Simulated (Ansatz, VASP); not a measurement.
# Two plane-wave programs on Ca4As3

```
CELL_PARAMETERS angstrom
5.79321 0.00000 0.00000
-2.89660 5.01707 0.00000
0.00000 0.00000 6.80522
ATOMIC_POSITIONS crystal
Ca 0.33333 0.66667 0.77719
Ca 0.33333 0.66667 0.22281
Ca 0.66667 0.33333 0.22281
Ca 0.66667 0.33333 0.77719
As 0.65583 0.00000 0.00000
As 0.00000 0.65583 0.00000
As 0.34417 0.34417 0.00000
```

Alike in both runs: task relaxation of cell and atoms; functional PBE; k mesh 3 × 3 × 4; occupations gaussian, width 0.1 eV; no spin polarisation.

```csv
,VASP,Ansatz
version,VASP 6.6.1,Ansatz 0.2.0
potentials or method,"VASP PAW PBE potentials, release 64 (Ca_sv, As), cutoff 600 eV","scalar-relativistic, plane waves, PAW"
valence electrons in the cell,55,85
```

|  | VASP | Ansatz | Ansatz less VASP |
| --- | --- | --- | --- |
| gap on the k mesh at the Fermi level, each at its own relaxed structure (eV) | none | none | - |
| relaxed volume (Å³/atom) | 37.52 | 36.82 | -0.695 |
| relaxed cell length with the largest relative difference (Å) | 6.339 | 6.289 | -0.0501 |

A gap of «none» marks a metal or a gap that the smearing closes. VASP's potentials hold 55 valence electrons a cell and Ansatz's 85, so a difference there can come from the potentials and not from the codes.

The k mesh is coarse, so the values compare programs but aren't converged. Noted on VASP's run: the volume moved by over 15 % at a fixed basis, so the end points are rough.
